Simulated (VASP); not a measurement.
# PbS (Fm-3m) in VASP: a series of runs

The runs below take PbS through single point, with HSE06, r2SCAN-based global hybrid with 50 % exact exchange.

All numbers are computed with VASP 6.6.1; they aren't measurements. Logs are shortened: lines on timing, memory, paths and dates and some standing lists are left out, and cuts for length are marked.

**1. The cell of the first run**

It takes space group Fm-3m (No. 225, cubic). Conventional cell: a = 5.931 Å, b = 5.931 Å, c = 5.931 Å, α = 90.00°, β = 90.00°, γ = 90.00°. Pb (site symmetry m-3m) has 6 S at 2.97 Å within 3.9 Å. S (site symmetry m-3m) has 6 Pb at 2.97 Å within 3.9 Å.

**2. Single point, HSE06**

File POSCAR:

```
PbS
1.0
    0.0000000000      2.9657500000      2.9657500000
    2.9657500000      0.0000000000      2.9657500000
    2.9657500000      2.9657500000      0.0000000000
Pb S
1 1
Direct
    0.0000000000      0.0000000000      0.0000000000
    0.5000000000      0.5000000000      0.5000000000
```

File INCAR.step1:

```
SYSTEM = PbS
PREC = Accurate ; ENCUT = 520
EDIFF = 1E-5 ; ISMEAR = -1
SIGMA = 0.05 ; LREAL = .False.
LASPH = .True. ; NELM = 60
ALGO = Normal ; ISIF = 2
LWAVE = .True. ; LCHARG = .False.
GGA = PE ; NBANDS = 17
```

File INCAR.step2:

```
SYSTEM = PbS
PREC = Accurate ; ENCUT = 520
EDIFF = 1E-6 ; ISMEAR = -1
SIGMA = 0.05 ; LREAL = .False.
LASPH = .True. ; NELM = 60
ALGO = Normal ; ISIF = 2
LWAVE = .False. ; LCHARG = .False.
GGA = PE ; LHFCALC = .True.
HFSCREEN = 0.2079 ; PRECFOCK = Normal
ISTART = 1 ; NBANDS = 17
```

File KPOINTS:

```
regular mesh
0
Gamma
  6 6 6
  0 0 0
```

Potentials or basis: VASP PAW PBE potentials, release 64 (Pb_d, S).

Started as:

```bash
> cat potpaw_PBE.64/Pb_d/POTCAR potpaw_PBE.64/S/POTCAR > POTCAR
> cp INCAR.step1 INCAR
> mpirun -np 1 vasp_std > vasp.out
> cp INCAR.step2 INCAR
> mpirun -np 1 vasp_std > vasp.out
```

OUTCAR:

```text
SYSTEM = PbS
   PREC = Accurate
   ENCUT = 520
   EDIFF = 1E-6
   ISMEAR = -1
   LREAL = .False.
   LASPH = .True.
   NELM = 60
   ISIF = 2
   GGA = PE
   LHFCALC = .True.
   HFSCREEN = 0.2079
   PRECFOCK = Normal
   ISTART = 1

 ion  position               nearest neighbor table
   1  0.000  0.000  0.000-   2 2.97   2 2.97   2 2.97   2 2.97   2 2.97   2 2.97
   2  0.500  0.500  0.500-   1 2.97   1 2.97   1 2.97   1 2.97   1 2.97   1 2.97

  LATTYP: Found a face centered cubic cell.
 ALAT       =     5.9315000000

  Lattice vectors:

 A1 = (   0.0000000000,   2.9657500000,   2.9657500000)
 A2 = (   2.9657500000,   0.0000000000,   2.9657500000)
 A3 = (   2.9657500000,   2.9657500000,   0.0000000000)

Analysis of symmetry for initial positions (statically):
=====================================================================
 Subroutine PRICEL returns:
 Original cell was already a primitive cell.

 Routine SETGRP: Setting up the symmetry group for a
 face centered cubic supercell.

 Subroutine GETGRP returns: Found 48 space group operations
 (whereof 48 operations were pure point group operations)
 out of a pool of 48 trial point group operations.

The static configuration has the point symmetry O_h .

Analysis of symmetry for dynamics (positions and initial velocities):
=====================================================================
 Subroutine PRICEL returns:
 Original cell was already a primitive cell.

 Routine SETGRP: Setting up the symmetry group for a
 face centered cubic supercell.

 Subroutine GETGRP returns: Found 48 space group operations
 (whereof 48 operations were pure point group operations)
 out of a pool of 48 trial point group operations.

The dynamic configuration has the point symmetry O_h .

 Subroutine INISYM returns: Found 48 space group operations
 (whereof 48 operations are pure point group operations),
 and found     1 'primitive' translations

----------------------------------------------------------------------------------------

                                     Primitive cell

  volume of cell :      52.1715

  direct lattice vectors                    reciprocal lattice vectors
     0.000000000  2.965750000  2.965750000    -0.168591419  0.168591419  0.168591419
     2.965750000  0.000000000  2.965750000     0.168591419 -0.168591419  0.168591419
     2.965750000  2.965750000  0.000000000     0.168591419  0.168591419 -0.168591419

  length of vectors
     4.194203873  4.194203873  4.194203873     0.292008903  0.292008903  0.292008903

  position of ions in fractional coordinates (direct lattice)
     0.000000000  0.000000000  0.000000000
     0.500000000  0.500000000  0.500000000

  ion indices of the primitive-cell ions
   primitive index   ion index
                 1           1
                 2           2

----------------------------------------------------------------------------------------

 KPOINTS: regular mesh

Automatic generation of k-mesh.
 Grid dimensions read from file:
 generate k-points for:    6    6    6

 Generating k-lattice:

  Cartesian coordinates                     Fractional coordinates (reciprocal lattice)
    -0.028098570  0.028098570  0.028098570     0.166666667  0.000000000  0.000000000
     0.028098570 -0.028098570  0.028098570     0.000000000  0.166666667  0.000000000
     0.028098570  0.028098570 -0.028098570     0.000000000  0.000000000  0.166666667

  Length of vectors
     0.048668150  0.048668150  0.048668150

  Shift w.r.t. Gamma in fractional coordinates (k-lattice)
     0.000000000  0.000000000  0.000000000

 Subroutine IBZKPT returns following result:
 ===========================================

 Found     16 irreducible k-points:

 Following reciprocal coordinates:
            Coordinates               Weight
  0.000000  0.000000  0.000000      1.000000
  0.166667  0.000000  0.000000      8.000000
  0.333333  0.000000  0.000000      8.000000
  0.500000  0.000000  0.000000      4.000000
  0.166667  0.166667  0.000000      6.000000
  0.333333  0.166667  0.000000     24.000000
[... 8 lines left out ...]
 -0.333333  0.333333  0.166667     24.000000
 -0.333333  0.500000  0.166667     12.000000
   k-points           NKPTS =     16   k-points in BZ     NKDIM =    216   number of bands    NBANDS=     17
   number of dos      NEDOS =    301   number of ions     NIONS =      2
   total plane-waves  NPLWV =  32768
   dimension x,y,z NGX =    32 NGY =   32 NGZ =   32
   dimension x,y,z NGXF=    64 NGYF=   64 NGZF=   64
   ions per type =               1   1
   NGX,Y,Z   is equivalent  to a cutoff of  12.68, 12.68, 12.68 a.u.
   NGXF,Y,Z  is equivalent  to a cutoff of  25.37, 25.37, 25.37 a.u.
 SYSTEM =  PbS
   PREC   = accura    normal or accurate (medium, high low for compatibility)
   ISTART =      1    job   : 0-new  1-cont  2-samecut
   ICHARG =      0    charge: 1-file 2-atom 10-const
   ISPIN  =      1    spin polarized calculation?
   LNONCOLLINEAR =      F non collinear calculations
   LSORBIT =      F    spin-orbit coupling
   LASPH  =      T    aspherical Exc in radial PAW
   ENCUT  =  520.0 eV  38.22 Ry    6.18 a.u.   7.80  7.80  7.80*2*pi/ulx,y,z
   NELM   =     60;   NELMIN=  2; NELMDL=  0     # of ELM steps
   EDIFF  = 0.1E-05   stopping-criterion for ELM
   LREAL  =      F    real-space projection
   EDIFFG = 0.1E-04   stopping-criterion for IOM
   NSW    =      0    number of steps for IOM
   IBRION =     -1    ionic relax: 0-MD 1-quasi-New 2-CG
   NFREE  =      0    steps in history (QN), initial steepest desc. (CG)
   ISIF   =      2    stress and relaxation
   ISYM   =      3    0-nonsym 1-usesym 2-fastsym
   POTIM  = 0.5000    time-step for ionic-motion
   TEBEG  =    0.0;   TEEND  =   0.0 temperature during run
   PSTRESS=    0.0 pullay stress
   NELECT =      20.0000    total number of electrons
   NUPDOWN=      -1.0000    fix difference up-down
   EMIN   =  10.00;   EMAX   =-10.00  energy-range for DOS
   EFERMI =   0.00;   METHOD = LEGACY
   ISMEAR =    -1;   SIGMA  =   0.05  broadening in eV -4-tet -1-fermi 0-gaus
   EFERMI_NEDOS =   21; number of points for ismear=-14 and -15
   IALGO  =     38    algorithm
   IMIX   =      1    mixing-type and parameters
     AMIX     =   0.40;   BMIX     =  1.00
     AMIX_MAG =   1.60;   BMIX_MAG =  1.00
  volume/ion in A,a.u.               =      26.09       176.04
  Fermi-wavevector in a.u.,A,eV,Ry     =   1.189251  2.247359 19.242973  1.414319
  Thomas-Fermi vector in A             =   2.325363
   LORBIT       =      0    0 simple, 1 ext, 2 COOP (PROOUT), +10 PAW based schemes
   GGA     = PE    functional components
   LHFCALC =     T    Hartree Fock is set to
   PRECFOCK=normal    Normal, Fast or Accurate (Low or Medium for compatibility)
   ENCUT4O =  -1.0   cutoff for four orbital integrals eV
   NKREDX  =     1    reduce k-point grid by
   NKREDY  =     1    reduce k-point grid by
   NKREDZ  =     1    reduce k-point grid by
   AEXX    =    0.2500 exact exchange contribution
   HFSCREEN=    0.2079 screening length (either q_TF or 0.3 A-1)
   HFSCREENC=   0.2079 screening length for correlation (either q_TF or 0.3 A-1)
   ENCUTFOCK=  -1.0 apply spherical cutoff to Coloumb kernel
   IVDW    =     0    specifies the selected vdW correction
   LEPSILON=     F    determine dielectric tensor
   LRPA    =     F    only Hartree local field effects (RPA)
 non-spin polarized calculation
  energy-cutoff  :      520.00
  volume of cell :       52.17
 maximum number of plane-waves:      1420
  NGX = 24; NGY = 24; NGZ = 24

 number of electron      19.9999998 magnetization

 Free energy of the ion-electron system (eV)
  ---------------------------------------------------
  ext. energy  EPLUGINS =         0.00000000
  ---------------------------------------------------
  free energy    TOTEN  =       -10.40456221 eV

  energy without entropy =      -10.40455015  energy(sigma->0) =      -10.40455618

 E-fermi :   5.9437     XC(G=0):  -8.0448

 val. band max:        5.5479591687   @ k =   0.5000   0.0000   0.0000
 cond. band min:       6.3394874019   @ k =   0.5000   0.0000   0.0000
 fundamental gap:      0.7915282332
 Fermi energy:         5.9437234154

 k-point     1 :       0.0000    0.0000    0.0000
  band No.  band energies     occupation
      1     -13.0495      2.00000
      2     -13.0495      2.00000
      3     -13.0495      2.00000
      4     -13.0454      2.00000
      5     -13.0454      2.00000
      6      -9.6099      2.00000
[... 9 lines left out ...]
     16      12.9621      0.00000
     17      14.8836      0.00000

 k-point     2 :       0.1667    0.0000    0.0000
  band No.  band energies     occupation
      1     -13.0553      2.00000
      2     -13.0553      2.00000
      3     -13.0486      2.00000
      4     -13.0374      2.00000
      5     -13.0374      2.00000
      6      -9.3590      2.00000
[... 9 lines left out ...]
     16      13.6157      0.00000
     17      16.8517      0.00000

 k-point     3 :       0.3333    0.0000    0.0000
  band No.  band energies     occupation
      1     -13.0730      2.00000
      2     -13.0730      2.00000
      3     -13.0476      2.00000
      4     -13.0150      2.00000
      5     -13.0150      2.00000
      6      -8.7286      2.00000
[... 9 lines left out ...]
     16      15.1218      0.00000
     17      18.8117      0.00000

 k-point     4 :       0.5000    0.0000    0.0000
  band No.  band energies     occupation
      1     -13.0818      2.00000
      2     -13.0818      2.00000
      3     -13.0475      2.00000
      4     -13.0037      2.00000
      5     -13.0037      2.00000
      6      -8.2947      2.00000
[... 9 lines left out ...]
     16      16.6333      0.00000
     17      17.0440      0.00000

 k-point     5 :       0.1667    0.1667    0.0000
  band No.  band energies     occupation
      1     -13.0730      2.00000
      2     -13.0559      2.00000
      3     -13.0390      2.00000
      4     -13.0351      2.00000
      5     -13.0351      2.00000
      6      -9.2677      2.00000
[... 9 lines left out ...]
     16      14.9175      0.00000
     17      15.8415      0.00000

 k-point     6 :       0.3333    0.1667    0.0000
  band No.  band energies     occupation
      1     -13.1024      2.00000
      2     -13.0546      2.00000
      3     -13.0494      2.00000
      4     -13.0222      2.00000
      5     -13.0118      2.00000
      6      -8.7445      2.00000
[... 9 lines left out ...]
     16      16.0761      0.00000
     17      17.9746      0.00000

 k-point     7 :       0.5000    0.1667    0.0000
  band No.  band energies     occupation
      1     -13.1123      2.00000
      2     -13.0653      2.00000
      3     -13.0437      2.00000
      4     -13.0159      2.00000
      5     -13.0013      2.00000
      6      -8.1861      2.00000
[... 9 lines left out ...]
     16      16.9160      0.00000
     17      17.3761      0.00000

 k-point     8 :      -0.3333    0.1667    0.0000
  band No.  band energies     occupation
      1     -13.0948      2.00000
      2     -13.0716      2.00000
      3     -13.0400      2.00000
      4     -13.0151      2.00000
      5     -13.0135      2.00000
      6      -8.3395      2.00000
[... 9 lines left out ...]
     16      16.4941      0.00000
     17      17.7318      0.00000
[... 43 lines left out ...]
      1     -13.1825      2.00000
      2     -13.0631      2.00000
      3     -13.0335      2.00000
      4     -13.0009      2.00000
      5     -12.9948      2.00000
      6      -7.9430      2.00000
[... 9 lines left out ...]
     16      17.9230      0.00000
     17      18.3997      0.00000

 k-point    12 :      -0.3333    0.3333    0.0000
  band No.  band energies     occupation
      1     -13.1482      2.00000
      2     -13.0526      2.00000
      3     -13.0402      2.00000
      4     -13.0168      2.00000
      5     -13.0030      2.00000
      6      -7.9131      2.00000
[... 9 lines left out ...]
     16      16.6789      0.00000
     17      18.4597      0.00000

 k-point    13 :       0.5000    0.5000    0.0000
  band No.  band energies     occupation
      1     -13.2185      2.00000
      2     -13.0748      2.00000
      3     -13.0199      2.00000
      4     -12.9890      2.00000
      5     -12.9890      2.00000
      6      -7.8051      2.00000
[... 9 lines left out ...]
     16      18.8991      0.00000
     17      18.8995      0.00000

 k-point    14 :       0.5000    0.3333    0.1667
  band No.  band energies     occupation
      1     -13.1352      2.00000
      2     -13.0513      2.00000
      3     -13.0507      2.00000
      4     -13.0117      2.00000
      5     -13.0055      2.00000
      6      -8.2256      2.00000
[... 9 lines left out ...]
     16      17.1208      0.00000
     17      17.4515      0.00000

 k-point    15 :      -0.3333    0.3333    0.1667
  band No.  band energies     occupation
      1     -13.1468      2.00000
      2     -13.0565      2.00000
      3     -13.0329      2.00000
      4     -13.0279      2.00000
      5     -12.9965      2.00000
      6      -7.9126      2.00000
[... 9 lines left out ...]
     16      17.9639      0.00000
     17      18.3027      0.00000

 k-point    16 :      -0.3333    0.5000    0.1667
  band No.  band energies     occupation
      1     -13.1839      2.00000
      2     -13.0545      2.00000
      3     -13.0390      2.00000
      4     -13.0116      2.00000
      5     -12.9890      2.00000
      6      -7.7823      2.00000
[... 9 lines left out ...]
     16      18.4201      0.00000
     17      18.8934      0.00000

------------------------ aborting loop because EDIFF is reached ----------------------------------------

  FORCE on cell =-STRESS in cart. coord.  units (eV):
  Direction    XX          YY          ZZ          XY          YZ          ZX
  --------------------------------------------------------------------------------------
  -------------------------------------------------------------------------------------
  Total        0.3215513      0.3215513      0.3215513      0.0000000      0.0000000      0.0000000
  in kB        9.8747770      9.8747770      9.8747770      0.0000000      0.0000000      0.0000000
  external PRESSURE =       9.8747770 kB  Pullay stress =       0.0000000 kB

 VOLUME and BASIS-vectors are now :
 -----------------------------------------------------------------------------
  energy-cutoff  :      520.00
  volume of cell :       52.17
      direct lattice vectors                 reciprocal lattice vectors
     0.000000000  2.965750000  2.965750000    -0.168591419  0.168591419  0.168591419
     2.965750000  0.000000000  2.965750000     0.168591419 -0.168591419  0.168591419
     2.965750000  2.965750000  0.000000000     0.168591419  0.168591419 -0.168591419

 POSITION                                       TOTAL-FORCE (eV/Angst)
 -----------------------------------------------------------------------------------
      0.00000      0.00000      0.00000         0.000000      0.000000     -0.000000
      2.96575      2.96575      2.96575         0.000000      0.000000      0.000000
 -----------------------------------------------------------------------------------
    total drift:                                0.000000      0.000000      0.000001

  FREE ENERGIE OF THE ION-ELECTRON SYSTEM (eV)
  ---------------------------------------------------
  free  energy   TOTEN  =       -10.4045622051 eV

  energy  without entropy=      -10.4045501531  energy(sigma->0) =      -10.40455618
```

It took 80 min on 1 thread of Oxide Virtual Turin-like, shared host; peak memory 0.27 GiB.

Results:

```yaml
Free_energy: -10.4046 eV
Pressure: 1.0 GPa
Band_gap_on_the_k_mesh: 0.79 eV
```

Caveat: the PAW data sets were made with another functional, which shifts forces and pressure a little; spin-orbit coupling is left out, which moves the levels of the heavy elements. A k mesh can miss the band edges.

[end of part 1 of 2]
